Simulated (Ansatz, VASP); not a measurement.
**One calculation of Ga, two programs**

```
Ga
1.0
     1.50226    0.86733    7.21965
    -1.50226    0.86733    7.21965
     0.00000   -1.73466    7.21965
Ga
3
Direct
  0.00000 0.00000 0.00000
  0.22190 0.22190 0.22190
  0.77810 0.77810 0.77810
```

Alike in both runs: functional PBE; k mesh 6 × 6 × 6; occupations gaussian, width 0.1 eV; no spin polarisation.

Ansatz relaxed the structure, and its values are those at the end. VASP's run is a single point on that final structure, the one shown.

|  | VASP | Ansatz |
| --- | --- | --- |
| version | VASP 6.6.1 | Ansatz 0.2.0 |
| potentials or method | VASP PAW PBE potentials, release 64 (Ga_d), cutoff 520 eV | scalar-relativistic, plane waves, PAW |
| valence electrons in the cell | 39 | 39 |

```tsv
	VASP	Ansatz	Ansatz less VASP
gap on the k mesh at the Fermi level (eV)	none	none	-
pressure (GPa)	-0.1	0.0	+0.07
```

A gap of «none» marks a metal or a gap that the smearing closes.

The k mesh is coarse, so the values compare programs but aren't converged.
